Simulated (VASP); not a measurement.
# Ge (Cmmm) in VASP: further runs, part 2 of 4

VASP 6.6.1.

## Step 3: Single point, PBEsol (strain -0.030 along x and y, +0.015 along z)

Input file INCAR:

```
PREC = Accurate
ENCUT = 520
EDIFF = 1E-7
ISMEAR = 0
SIGMA = 0.15
LREAL = F
LASPH = T
NELM = 60
ALGO = Normal
ISIF = 2
LWAVE = F
LCHARG = F
GGA = PS
NBANDS = 13
```

Input file KPOINTS:

```
regular mesh
0
Gamma
  24 24 22
```

Input file POSCAR:

```
Ge
1.0
    1.3411274465     -2.4439162040      0.0000000000
    1.3411274465      2.4439162040      0.0000000000
    0.0000000000      0.0000000000      2.6823686988
Ge
1
Direct
    0.5000000000      0.5000000000      0.0000000000
```

Potentials or basis: VASP PAW PBE potentials, release 64 (Ge_d).

The run is started by

```bash
cat potpaw_PBE.64/Ge_d/POTCAR > POTCAR
mpirun -np 1 vasp_std > vasp.out
```

OUTCAR:

```text
PREC = Accurate
   ENCUT = 520
   EDIFF = 1E-7
   ISMEAR = 0
   LREAL = F
   LASPH = T
   NELM = 60
   ISIF = 2
   GGA = PS

 ion  position               nearest neighbor table
   1  0.500  0.500  0.000-

  LATTYP: Found a base centered orthorhombic cell.
 ALAT       =     2.6822548930
 B/A-ratio  =     1.8222848323
 C/A-ratio  =     1.0000424292

  Lattice vectors:

 A1 = (   1.3411274465,  -2.4439162040,   0.0000000000)
 A2 = (   1.3411274465,   2.4439162040,   0.0000000000)
 A3 = (   0.0000000000,   0.0000000000,   2.6823686988)

Analysis of symmetry for initial positions (statically):
=====================================================================
 Subroutine PRICEL returns:
 Original cell was already a primitive cell.

 Routine SETGRP: Setting up the symmetry group for a
 base centered orthorhombic supercell.

 Subroutine GETGRP returns: Found  8 space group operations
 (whereof  8 operations were pure point group operations)
 out of a pool of  8 trial point group operations.

The static configuration has the point symmetry D_2h.

Analysis of symmetry for dynamics (positions and initial velocities):
=====================================================================
 Subroutine PRICEL returns:
 Original cell was already a primitive cell.

 Routine SETGRP: Setting up the symmetry group for a
 base centered orthorhombic supercell.

 Subroutine GETGRP returns: Found  8 space group operations
 (whereof  8 operations were pure point group operations)
 out of a pool of  8 trial point group operations.

The dynamic configuration has the point symmetry D_2h.

 Subroutine INISYM returns: Found  8 space group operations
 (whereof  8 operations are pure point group operations),
 and found     1 'primitive' translations

----------------------------------------------------------------------------------------

                                     Primitive cell

  volume of cell :      17.5835

  direct lattice vectors                    reciprocal lattice vectors
     1.341127447 -2.443916204  0.000000000     0.372820645 -0.204589666  0.000000000
     1.341127447  2.443916204  0.000000000     0.372820645  0.204589666  0.000000000
     0.000000000  0.000000000  2.682368699     0.000000000  0.000000000  0.372804827

  length of vectors
     2.787713981  2.787713981  2.682368699     0.425267169  0.425267169  0.372804827

  position of ions in fractional coordinates (direct lattice)
     0.500000000  0.500000000  0.000000000

  ion indices of the primitive-cell ions
   primitive index   ion index
                 1           1

----------------------------------------------------------------------------------------

 KPOINTS: regular mesh

Automatic generation of k-mesh.
 Grid dimensions read from file:
 generate k-points for:   24   24   22

 Generating k-lattice:

  Cartesian coordinates                     Fractional coordinates (reciprocal lattice)
     0.015534194 -0.008524569  0.000000000     0.041666667  0.000000000  0.000000000
     0.015534194  0.008524569  0.000000000     0.000000000  0.041666667  0.000000000
     0.000000000  0.000000000  0.016945674     0.000000000  0.000000000  0.045454545

  Length of vectors
     0.017719465  0.017719465  0.016945674

  Shift w.r.t. Gamma in fractional coordinates (k-lattice)
     0.000000000  0.000000000  0.000000000

 Subroutine IBZKPT returns following result:
 ===========================================

 Found   1884 irreducible k-points:

 Following reciprocal coordinates:
            Coordinates               Weight
  0.000000  0.000000  0.000000      1.000000
  0.041667  0.000000  0.000000      4.000000
  0.083333 -0.000000  0.000000      4.000000
  0.125000  0.000000  0.000000      4.000000
  0.166667  0.000000  0.000000      4.000000
  0.208333  0.000000  0.000000      4.000000
[... 16 lines left out ...]
  0.416667  0.041667  0.000000      4.000000
  0.458333  0.041667  0.000000      4.000000
 [... further k-points ...]
   k-points           NKPTS =   1884   k-points in BZ     NKDIM =   1884   number of bands    NBANDS=     13
   number of dos      NEDOS =    301   number of ions     NIONS =      1
   total plane-waves  NPLWV =  11520
   dimension x,y,z NGX =    24 NGY =   24 NGZ =   20
   dimension x,y,z NGXF=    48 NGYF=   48 NGZF=   40
   ions per type =               1
   NGX,Y,Z   is equivalent  to a cutoff of  14.31, 14.31, 12.40 a.u.
   NGXF,Y,Z  is equivalent  to a cutoff of  28.62, 28.62, 24.79 a.u.
 SYSTEM =  unknown system
   PREC   = accura    normal or accurate (medium, high low for compatibility)
   ISTART =      0    job   : 0-new  1-cont  2-samecut
   ICHARG =      2    charge: 1-file 2-atom 10-const
   ISPIN  =      1    spin polarized calculation?
   LNONCOLLINEAR =      F non collinear calculations
   LSORBIT =      F    spin-orbit coupling
   LASPH  =      T    aspherical Exc in radial PAW
   ENCUT  =  520.0 eV  38.22 Ry    6.18 a.u.   5.18  5.18  4.99*2*pi/ulx,y,z
   NELM   =     60;   NELMIN=  2; NELMDL= -5     # of ELM steps
   EDIFF  = 0.1E-06   stopping-criterion for ELM
   LREAL  =      F    real-space projection
   EDIFFG = 0.1E-05   stopping-criterion for IOM
   NSW    =      0    number of steps for IOM
   IBRION =     -1    ionic relax: 0-MD 1-quasi-New 2-CG
   NFREE  =      0    steps in history (QN), initial steepest desc. (CG)
   ISIF   =      2    stress and relaxation
   ISYM   =      2    0-nonsym 1-usesym 2-fastsym
   POTIM  = 0.5000    time-step for ionic-motion
   TEBEG  =    0.0;   TEEND  =   0.0 temperature during run
   PSTRESS=    0.0 pullay stress
   NELECT =      14.0000    total number of electrons
   NUPDOWN=      -1.0000    fix difference up-down
   EMIN   =  10.00;   EMAX   =-10.00  energy-range for DOS
   EFERMI =   0.00;   METHOD = LEGACY
   ISMEAR =     0;   SIGMA  =   0.15  broadening in eV -4-tet -1-fermi 0-gaus
   EFERMI_NEDOS =   21; number of points for ismear=-14 and -15
   IALGO  =     38    algorithm
   IMIX   =      4    mixing-type and parameters
     AMIX     =   0.40;   BMIX     =  1.00
     AMIX_MAG =   1.60;   BMIX_MAG =  1.00
  volume/ion in A,a.u.               =      17.58       118.66
  Fermi-wavevector in a.u.,A,eV,Ry     =   1.517339  2.867355 31.324925  2.302317
  Thomas-Fermi vector in A             =   2.626607
   LORBIT       =      0    0 simple, 1 ext, 2 COOP (PROOUT), +10 PAW based schemes
   GGA     = PS    functional components
   LHFCALC =     F    Hartree Fock is set to
   AEXX    =    0.0000 exact exchange contribution
   IVDW    =     0    specifies the selected vdW correction
   LEPSILON=     F    determine dielectric tensor
   LRPA    =     F    only Hartree local field effects (RPA)
 non-spin polarized calculation
 Gauss-broadening in eV      SIGMA  =   0.15
  energy-cutoff  :      520.00
  volume of cell :       17.58
 maximum number of plane-waves:       488
 NGX is ok and might be reduce to    24
   NGX = 11   NGY = 11   NGZ =  9

 number of electron      13.9999997 magnetization

 Free energy of the ion-electron system (eV)
  ---------------------------------------------------
  ext. energy  EPLUGINS =         0.00000000
  ---------------------------------------------------
  free energy    TOTEN  =        -4.72465457 eV

  energy without entropy =       -4.72000571  energy(sigma->0) =       -4.72233014

 E-fermi :   7.2962     XC(G=0): -11.7369

 val. band max:        7.2919006290   @ k =  -0.4167   0.3333   0.5000
 cond. band min:       7.2978857943   @ k =   0.4583   0.2083   0.2273
 fundamental gap:      0.0059851652
 Fermi energy:         7.2962034708

 k-point     1 :       0.0000    0.0000    0.0000
  band No.  band energies     occupation
      1     -17.4704      2.00000
      2     -17.4006      2.00000
      3     -17.3463      2.00000
      4     -17.1997      2.00000
      5     -17.1848      2.00000
      6      -6.5482      2.00000
      7      13.2931      0.00000
      8      16.2634      0.00000
      9      17.0515      0.00000
     10      17.4794      0.00000
     11      21.4608      0.00000
     12      23.3199      0.00000
     13      23.5508      0.00000
[... 353 lines left out ...]
 k-point    24 :       0.4583    0.0417    0.0000
  band No.  band energies     occupation
      1     -17.4580      2.00000
      2     -17.3216      2.00000
      3     -17.2729      2.00000
      4     -17.2174      2.00000
      5     -17.1904      2.00000
      6      -0.6064      2.00000
      7       1.4787      2.00000
      8      11.1612      0.00000
      9      16.2416      0.00000
     10      17.9888      0.00000
     11      23.2357      0.00000
     12      23.8990      0.00000
     13      24.4943      0.00000

 [... further k-points ...]
[... 5 lines left out ...]
  --------------------------------------------------------------------------------------
  -------------------------------------------------------------------------------------
  Total        0.9856182      0.6445362     -0.1858001      0.0000000      0.0000000      0.0000000
  in kB       89.8078866     58.7290578    -16.9297968      0.0000000      0.0000000      0.0000000
  external PRESSURE =      43.8690492 kB  Pullay stress =       0.0000000 kB

 VOLUME and BASIS-vectors are now :
 -----------------------------------------------------------------------------
  energy-cutoff  :      520.00
  volume of cell :       17.58
      direct lattice vectors                 reciprocal lattice vectors
     1.341127447 -2.443916204  0.000000000     0.372820645 -0.204589666  0.000000000
     1.341127447  2.443916204  0.000000000     0.372820645  0.204589666  0.000000000
     0.000000000  0.000000000  2.682368699     0.000000000  0.000000000  0.372804827

 POSITION                                       TOTAL-FORCE (eV/Angst)
 -----------------------------------------------------------------------------------
      1.34113      0.00000      0.00000         0.000000     -0.000000      0.000000
 -----------------------------------------------------------------------------------
    total drift:                               -0.000000     -0.000000     -0.000000

  FREE ENERGIE OF THE ION-ELECTRON SYSTEM (eV)
  ---------------------------------------------------
  free  energy   TOTEN  =        -4.7246545666 eV

  energy  without entropy=       -4.7200057060  energy(sigma->0) =       -4.72233014
```

stdout:

```text
POSCAR found type information on POSCAR Ge
 POSCAR found :  1 types and       1 ions
 scaLAPACK will be used
 -----------------------------------------------------------------------------
|                                                                             |
|                                                                             |
|     You enforced a specific xc type in the INCAR file but a different       |
|     I HOPE YOU KNOW WHAT YOU ARE DOING!                                     |
|                                                                             |
 -----------------------------------------------------------------------------

 LDA part: xc-table for (Slater+PW92), standard interpolation
 POSCAR, INCAR and KPOINTS ok, starting setup
 FFT: planning ... GRIDC
 FFT: planning ... GRID_SOFT
 FFT: planning ... GRID
 WAVECAR not read
 entering main loop
```

Run time: 85 s. Hardware: 1 thread of Intel Xeon 6975P-C (Granite Rapids), shared host; peak memory 0.48 GiB.

What came out:

| Property | Result |
| --- | --- |
| Free energy | -4.7247 eV |
| Pressure | 4.4 GPa |
| Band gap on the k mesh | zero (band 7 reaches 13.72 eV, above the bottom of band 8 at 3.68 eV) |

Stress tensor (GPa, compression positive):
```
 8.98  0.00  0.00
 0.00  5.87  0.00
 0.00  0.00 -1.69
```

Caveat: the cell differs from its parent crystal (strain -0.030 along x and y, +0.015 along z); the PAW data sets were made with another functional, which shifts forces and pressure a little.

[end of part 2 of 4]
